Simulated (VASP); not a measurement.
# PbS (Fm-3m) in VASP: settings compared, part 2 of 2

VASP 6.6.1. Earlier steps stand in the parts before.

**3. Single point, revPBE+D4**

This run uses another cell than the first one, of 26.19 Å³/atom.

INCAR reads:

```
  PREC = Accurate
  ENCUT = 520
  EDIFF = 1E-6
  ISMEAR = -1
  SIGMA = 0.05
  LREAL = False
  LASPH = True
  NELM = 80
  ALGO = Normal
  ISIF = 2
  LWAVE = False
  LCHARG = True
  GGA = RE
  IVDW = 13
  LELF = True
  LVHAR = True
  NBANDS = 17
```

KPOINTS reads:

```
Automatic mesh
0
Gamma
  8 8 8
```

POSCAR reads:

```
PbS
1.0
    0.0000000000      2.9698269623      2.9698269623
    2.9698269623      0.0000000000      2.9698269623
    2.9698269623      2.9698269623      0.0000000000
Pb S
1 1
Direct
    0.0000000000      0.0000000000      0.0000000000
    0.5000000000      0.5000000000      0.5000000000
```

Potentials or basis: VASP PAW PBE potentials, release 64 (Pb_d, S).

The run is started by

```console
$ cat potpaw_PBE.64/Pb_d/POTCAR potpaw_PBE.64/S/POTCAR > POTCAR
$ mpirun -np 1 vasp_std > vasp.out
```

OUTCAR:

```text
PREC = Accurate
   ENCUT = 520
   EDIFF = 1E-6
   ISMEAR = -1
   LREAL = False
   LASPH = True
   NELM = 80
   ISIF = 2
   GGA = RE
   IVDW = 13

 ion  position               nearest neighbor table
   1  0.000  0.000  0.000-   2 2.97   2 2.97   2 2.97   2 2.97   2 2.97   2 2.97
   2  0.500  0.500  0.500-   1 2.97   1 2.97   1 2.97   1 2.97   1 2.97   1 2.97

  LATTYP: Found a face centered cubic cell.
 ALAT       =     5.9396539246

  Lattice vectors:

 A1 = (   0.0000000000,   2.9698269623,   2.9698269623)
 A2 = (   2.9698269623,   0.0000000000,   2.9698269623)
 A3 = (   2.9698269623,   2.9698269623,   0.0000000000)

Analysis of symmetry for initial positions (statically):
=====================================================================
 Subroutine PRICEL returns:
 Original cell was already a primitive cell.

 Routine SETGRP: Setting up the symmetry group for a
 face centered cubic supercell.

 Subroutine GETGRP returns: Found 48 space group operations
 (whereof 48 operations were pure point group operations)
 out of a pool of 48 trial point group operations.

The static configuration has the point symmetry O_h .

Analysis of symmetry for dynamics (positions and initial velocities):
=====================================================================
 Subroutine PRICEL returns:
 Original cell was already a primitive cell.

 Routine SETGRP: Setting up the symmetry group for a
 face centered cubic supercell.

 Subroutine GETGRP returns: Found 48 space group operations
 (whereof 48 operations were pure point group operations)
 out of a pool of 48 trial point group operations.

The dynamic configuration has the point symmetry O_h .

 Subroutine INISYM returns: Found 48 space group operations
 (whereof 48 operations are pure point group operations),
 and found     1 'primitive' translations

----------------------------------------------------------------------------------------

                                     Primitive cell

  volume of cell :      52.3870

  direct lattice vectors                    reciprocal lattice vectors
     0.000000000  2.969826962  2.969826962    -0.168359977  0.168359977  0.168359977
     2.969826962  0.000000000  2.969826962     0.168359977 -0.168359977  0.168359977
     2.969826962  2.969826962  0.000000000     0.168359977  0.168359977 -0.168359977

  length of vectors
     4.199969568  4.199969568  4.199969568     0.291608035  0.291608035  0.291608035

  position of ions in fractional coordinates (direct lattice)
     0.000000000  0.000000000  0.000000000
     0.500000000  0.500000000  0.500000000

  ion indices of the primitive-cell ions
   primitive index   ion index
                 1           1
                 2           2

----------------------------------------------------------------------------------------

 KPOINTS: Automatic mesh

Automatic generation of k-mesh.
 Grid dimensions read from file:
 generate k-points for:    8    8    8

 Generating k-lattice:

  Cartesian coordinates                     Fractional coordinates (reciprocal lattice)
    -0.021044997  0.021044997  0.021044997     0.125000000  0.000000000  0.000000000
     0.021044997 -0.021044997  0.021044997     0.000000000  0.125000000  0.000000000
     0.021044997  0.021044997 -0.021044997     0.000000000  0.000000000  0.125000000

  Length of vectors
     0.036451004  0.036451004  0.036451004

  Shift w.r.t. Gamma in fractional coordinates (k-lattice)
     0.000000000  0.000000000  0.000000000

 Subroutine IBZKPT returns following result:
 ===========================================

 Found     29 irreducible k-points:

 Following reciprocal coordinates:
            Coordinates               Weight
  0.000000  0.000000  0.000000      1.000000
  0.125000  0.000000  0.000000      8.000000
  0.250000  0.000000  0.000000      8.000000
  0.375000  0.000000  0.000000      8.000000
  0.500000  0.000000  0.000000      4.000000
  0.125000  0.125000  0.000000      6.000000
[... 16 lines left out ...]
  0.500000  0.250000  0.125000     48.000000
 -0.375000  0.250000  0.125000     24.000000
 [... further k-points ...]
   k-points           NKPTS =     29   k-points in BZ     NKDIM =     29   number of bands    NBANDS=     17
   number of dos      NEDOS =    301   number of ions     NIONS =      2
   total plane-waves  NPLWV =  32768
   dimension x,y,z NGX =    32 NGY =   32 NGZ =   32
   dimension x,y,z NGXF=    64 NGYF=   64 NGZF=   64
   ions per type =               1   1
   NGX,Y,Z   is equivalent  to a cutoff of  12.67, 12.67, 12.67 a.u.
   NGXF,Y,Z  is equivalent  to a cutoff of  25.33, 25.33, 25.33 a.u.
 SYSTEM =  unknown system
   PREC   = accura    normal or accurate (medium, high low for compatibility)
   ISTART =      0    job   : 0-new  1-cont  2-samecut
   ICHARG =      2    charge: 1-file 2-atom 10-const
   ISPIN  =      1    spin polarized calculation?
   LNONCOLLINEAR =      F non collinear calculations
   LSORBIT =      F    spin-orbit coupling
   LASPH  =      T    aspherical Exc in radial PAW
   ENCUT  =  520.0 eV  38.22 Ry    6.18 a.u.   7.81  7.81  7.81*2*pi/ulx,y,z
   NELM   =     80;   NELMIN=  2; NELMDL= -5     # of ELM steps
   EDIFF  = 0.1E-05   stopping-criterion for ELM
   LREAL  =      F    real-space projection
   EDIFFG = 0.1E-04   stopping-criterion for IOM
   NSW    =      0    number of steps for IOM
   IBRION =     -1    ionic relax: 0-MD 1-quasi-New 2-CG
   NFREE  =      0    steps in history (QN), initial steepest desc. (CG)
   ISIF   =      2    stress and relaxation
   ISYM   =      2    0-nonsym 1-usesym 2-fastsym
   POTIM  = 0.5000    time-step for ionic-motion
   TEBEG  =    0.0;   TEEND  =   0.0 temperature during run
   PSTRESS=    0.0 pullay stress
   NELECT =      20.0000    total number of electrons
   NUPDOWN=      -1.0000    fix difference up-down
   EMIN   =  10.00;   EMAX   =-10.00  energy-range for DOS
   EFERMI =   0.00;   METHOD = LEGACY
   ISMEAR =    -1;   SIGMA  =   0.05  broadening in eV -4-tet -1-fermi 0-gaus
   EFERMI_NEDOS =   21; number of points for ismear=-14 and -15
   IALGO  =     38    algorithm
   IMIX   =      4    mixing-type and parameters
     AMIX     =   0.40;   BMIX     =  1.00
     AMIX_MAG =   1.60;   BMIX_MAG =  1.00
  volume/ion in A,a.u.               =      26.19       176.76
  Fermi-wavevector in a.u.,A,eV,Ry     =   1.187619  2.244274 19.190176  1.410438
  Thomas-Fermi vector in A             =   2.323766
   LORBIT       =      0    0 simple, 1 ext, 2 COOP (PROOUT), +10 PAW based schemes
   GGA     = RE    functional components
   LHFCALC =     F    Hartree Fock is set to
   AEXX    =    0.0000 exact exchange contribution
   IVDW    =    13    specifies the selected vdW correction
   LEPSILON=     F    determine dielectric tensor
   LRPA    =     F    only Hartree local field effects (RPA)
 non-spin polarized calculation
  energy-cutoff  :      520.00
  volume of cell :       52.39
 maximum number of plane-waves:      1424
   NGX = 15   NGY = 15   NGZ = 15

 number of electron      19.9999999 magnetization

 Free energy of the ion-electron system (eV)
  ---------------------------------------------------
  ext. energy  EPLUGINS =         0.00000000
  ---------------------------------------------------
  free energy    TOTEN  =        -8.15214660 eV

  energy without entropy =       -8.15205155  energy(sigma->0) =       -8.15209908

 E-fermi :   6.0786     XC(G=0):  -9.5430

 val. band max:        5.8539462134   @ k =   0.5000   0.0000   0.0000
 cond. band min:       6.3033011013   @ k =   0.5000   0.0000   0.0000
 fundamental gap:      0.4493548879
 Fermi energy:         6.0786278936

 k-point     1 :       0.0000    0.0000    0.0000
  band No.  band energies     occupation
      1     -11.0132      2.00000
      2     -11.0132      2.00000
      3     -11.0132      2.00000
      4     -10.9932      2.00000
      5     -10.9932      2.00000
      6      -7.6978      2.00000
[... 9 lines left out ...]
     16      12.6276      0.00000
     17      14.6571      0.00000
[... 441 lines left out ...]
 k-point    24 :      -0.3750    0.2500    0.1250
  band No.  band energies     occupation
      1     -11.0606      2.00000
      2     -11.0116      2.00000
      3     -10.9965      2.00000
      4     -10.9846      2.00000
      5     -10.9641      2.00000
      6      -6.2548      2.00000
[... 9 lines left out ...]
     16      16.7788      0.00000
     17      17.0842      0.00000

 [... further k-points ...]

------------------------ aborting loop because EDIFF is reached ----------------------------------------

  DFT-D4 for vdW energy calculation

  Edisp (eV):   -1.20290

  FORCE on cell =-STRESS in cart. coord.  units (eV):
  Direction    XX          YY          ZZ          XY          YZ          ZX
  --------------------------------------------------------------------------------------
  -------------------------------------------------------------------------------------
  Total      -0.03081    -0.03081    -0.03081    -0.00000    -0.00000     0.00000
  in kB      -0.94237    -0.94237    -0.94237    -0.00000    -0.00000     0.00000
  external pressure =       -0.94 kB  Pullay stress =        0.00 kB

 VOLUME and BASIS-vectors are now :
 -----------------------------------------------------------------------------
  energy-cutoff  :      520.00
  volume of cell :       52.39
      direct lattice vectors                 reciprocal lattice vectors
     0.000000000  2.969826962  2.969826962    -0.168359977  0.168359977  0.168359977
     2.969826962  0.000000000  2.969826962     0.168359977 -0.168359977  0.168359977
     2.969826962  2.969826962  0.000000000     0.168359977  0.168359977 -0.168359977

 POSITION                                       TOTAL-FORCE (eV/Angst)
 -----------------------------------------------------------------------------------
      0.00000      0.00000      0.00000        -0.000000     -0.000000      0.000000
      2.96983      2.96983      2.96983         0.000000      0.000000     -0.000000
 -----------------------------------------------------------------------------------
    total drift:                                0.000000     -0.000000     -0.000000

  FREE ENERGIE OF THE ION-ELECTRON SYSTEM (eV)
  ---------------------------------------------------
  free  energy   TOTEN  =        -9.3550497320 eV

  energy  without entropy=       -9.3549546900  energy(sigma->0) =       -9.35500221
```

OSZICAR:

```text
N       E                     dE             d eps       ncg     rms          rms(c)
DAV:   1     0.159811545262E+03    0.15981E+03   -0.97530E+03   994   0.124E+03
DAV:   2     0.302445701146E+01   -0.15679E+03   -0.15063E+03  1038   0.313E+02
DAV:   3    -0.834267021579E+01   -0.11367E+02   -0.11294E+02  1298   0.900E+01
DAV:   4    -0.862529094478E+01   -0.28262E+00   -0.28240E+00  1223   0.160E+01
DAV:   5    -0.863515513665E+01   -0.98642E-02   -0.98634E-02  1416   0.278E+00    0.499E+00
DAV:   6    -0.814207049934E+01    0.49308E+00   -0.13737E+00  1535   0.781E+00    0.362E+00
DAV:   7    -0.814513286085E+01   -0.30624E-02   -0.16072E-01  1172   0.201E+00    0.206E+00
DAV:   8    -0.815219479483E+01   -0.70619E-02   -0.20755E-02  1125   0.153E+00    0.268E-01
DAV:   9    -0.815179220651E+01    0.40259E-03   -0.40155E-03  1500   0.568E-01    0.916E-02
DAV:  10    -0.815211095469E+01   -0.31875E-03   -0.60808E-04  1115   0.141E-01    0.666E-02
DAV:  11    -0.815214359305E+01   -0.32638E-04   -0.13561E-04  1331   0.119E-01    0.308E-02
DAV:  12    -0.815214649944E+01   -0.29064E-05   -0.90923E-06  1214   0.239E-02    0.584E-03
DAV:  13    -0.815214659689E+01   -0.97451E-07   -0.38712E-07   981   0.385E-03
   1 F= -.93550497E+01 E0= -.93550022E+01  d E =-.950420E-04
```

stdout:

```text
POSCAR found type information on POSCAR PbS
 POSCAR found :  2 types and       2 ions
 scaLAPACK will be used
 -----------------------------------------------------------------------------
|                                                                             |
|                                                                             |
|     You enforced a specific xc type in the INCAR file but a different       |
|     I HOPE YOU KNOW WHAT YOU ARE DOING!                                     |
|                                                                             |
 -----------------------------------------------------------------------------

 LDA part: xc-table for (Slater+PW92), standard interpolation
 POSCAR, INCAR and KPOINTS ok, starting setup
 FFT: planning ... GRIDC
 FFT: planning ... GRID_SOFT
 FFT: planning ... GRID
 WAVECAR not read
 entering main loop
```

Run time: 15 s. Hardware: 1 thread of Intel Xeon Platinum 8488C (Sapphire Rapids), shared host; peak memory 0.18 GiB.

Results:

```
Free energy                : -9.3550 eV
Pressure                   : -0.1 GPa
Band gap on the k mesh     : 0.45 eV
Dispersion energy per atom : -0.601 eV
```

Caveat: the PAW data sets were made with another functional, which shifts forces and pressure a little; spin-orbit coupling is left out, which moves the levels of the heavy elements. A k mesh can miss the band edges.

**4. Single point, RPBE**

This run uses another cell than the first one, of 28.13 Å³/atom.

INCAR reads:

```
  ALGO = Normal
  EDIFF = 1E-7
  ENCUT = 520
  GGA = RP
  ISIF = 2
  ISMEAR = -1
  LASPH = T
  LCHARG = F
  LREAL = F
  LWAVE = F
  NBANDS = 17
  NELM = 80
  PREC = Accurate
  SIGMA = 0.05
```

KPOINTS reads:

```
k-points
0
Gamma
  8 8 8
```

POSCAR reads:

```
PbS
1.0
    0.0000000000      3.0411511948      3.0411511948
    3.0411511948      0.0000000000      3.0411511948
    3.0411511948      3.0411511948      0.0000000000
Pb S
1 1
Direct
    0.0000000000      0.0000000000      0.0000000000
    0.5000000000      0.5000000000      0.5000000000
```

The run is started by

```console
$ cat potpaw_PBE.64/Pb_d/POTCAR potpaw_PBE.64/S/POTCAR > POTCAR
$ mpirun -np 1 vasp_std > vasp.out
```

It took 15 s on 1 thread of Intel Xeon Platinum 8488C (Sapphire Rapids), shared host; peak memory 0.18 GiB.

Results (log left out):

| Item | Value |
| --- | --- |
| Free energy | -8.1097 eV |
| Pressure | -0.1 GPa |
| Band gap on the k mesh | 0.71 eV |

Levels at points of the mesh, in eV from the valence-band top:
```csv
k point,band 6,band 7,band 8,band 9,band 10,band 11,band 12,band 13,band 14,band 15
"(0.00, 0.00, 0.00)",-12.87,-6.07,-1.75,-1.75,-1.75,5.11,5.11,5.11,7.03,7.03
"(0.50, 0.00, 0.00)",-11.82,-8.34,-1.42,-1.42,0.00,0.71,2.23,2.23,8.80,10.30
"(0.50, 0.50, 0.00)",-11.51,-7.01,-4.47,-2.89,-2.89,4.36,5.46,5.52,5.52,11.14
```

Caveat: the PAW data sets were made with another functional, which shifts forces and pressure a little; spin-orbit coupling is left out, which moves the levels of the heavy elements. A k mesh can miss the band edges.

**5. Overview**

| level | cell | smearing | gap on the mesh (eV) | pressure (GPa) |
| --- | --- | --- | --- | --- |
| PBE | a = 4.194 Å, angles 60.0°, 2 atoms | gaussian 0.014 eV | 0.36 | 2.1 |
| revPBE+D4 | a = 4.200 Å, angles 60.0°, 2 atoms | fermi-dirac 0.05 eV | 0.45 | -0.1 |
| RPBE | a = 4.301 Å, angles 60.0°, 2 atoms | fermi-dirac 0.05 eV | 0.71 | -0.1 |

Alike in all rows: task single point; potentials or basis VASP PAW PBE potentials, release 64 (Pb_d, S); no spin polarisation; k mesh 8 × 8 × 8; cutoff (eV) 520.

Caveats: spin-orbit coupling is left out, which moves the levels of the heavy elements; the PAW data sets were made with another functional, which shifts forces and pressure a little (at least some runs).

Total energies depend on the potentials used, so only differences within one code and one set of settings carry meaning.
